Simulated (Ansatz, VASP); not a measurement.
Re in VASP and in Ansatz

INCAR

```
SYSTEM = Re
ALGO = Normal
EDIFF = 1E-8
ENCUT = 520
GGA = PS
ISIF = 2
ISMEAR = -1
LASPH = .True.
LCHARG = .False.
LEFG = .True.
LREAL = .False.
LWAVE = .False.
NBANDS = 18
NELM = 100
PREC = Accurate
SIGMA = 0.05
```

The input KPOINTS:

```
k-points
0
Gamma
  15 15 15
  0 0 0
```

The input POSCAR:

```
Re
1.0
    1.3839231524      0.7990084046      6.6316220076
   -1.3839231524      0.7990084046      6.6316220076
    0.0000000000     -1.5980168092      6.6316220076
Re
3
Direct
    0.0000000000      0.0000000000      0.0000000000
    0.2221738800      0.2221738800      0.2221738800
    0.7778261200      0.7778261200      0.7778261200
```

Input for Ansatz:

```yaml
crystal:
  lattice:
    - [1.3839231524, 0.7990084046, 6.6316220076]
    - [-1.3839231524, 0.7990084046, 6.6316220076]
    - [0.0, -1.5980168092, 6.6316220076]
  atoms:
    - { symbol: Re, position: [0.0, 0.0, 0.0] }
    - { symbol: Re, position: [0.22217388, 0.22217388, 0.22217388] }
    - { symbol: Re, position: [0.77782612, 0.77782612, 0.77782612] }
kpoints:
  mp_grid: { grid: [15, 15, 15] }
scf:
  occupations: { method: fermi_dirac, width: 0.05 }
hamiltonian:
  xc: pbesol
  pseudopotentials: { kind: all_electron, datasets: crystal }
output:
  forces: true
  stress: true
  eigenvalues: true
  efg: { contact_densities: true }
```

Change from the starting cell: zz strain of -1 %, crystal datasets.

Alike in both runs: task electric field gradients; functional PBEsol; k mesh 15 × 15 × 15; occupations fermi-dirac, width 0.05 eV; no spin polarisation.

|  | VASP | Ansatz |
| --- | --- | --- |
| version | VASP 6.6.1 | Ansatz 0.2.0 |
| potentials or method | VASP PAW PBE potentials, release 64 (Re), cutoff 520 eV | all-electron PAW with datasets made for the crystal, scalar-relativistic |

```tsv
	VASP	Ansatz	Ansatz less VASP
pressure (GPa)	-2.8	-2.7	+0.14
traceless stress, the component that is largest in VASP (GPa)	2.32	2.40	+0.078
size of Vzz on the site where it differs most (V/Å²)	53.4	33.6	-19.79
```

VASP's potentials were made for PBE, not for PBEsol. Ansatz ran all-electron here, and VASP with PAW potentials.

Neither program's run includes spin-orbit coupling.
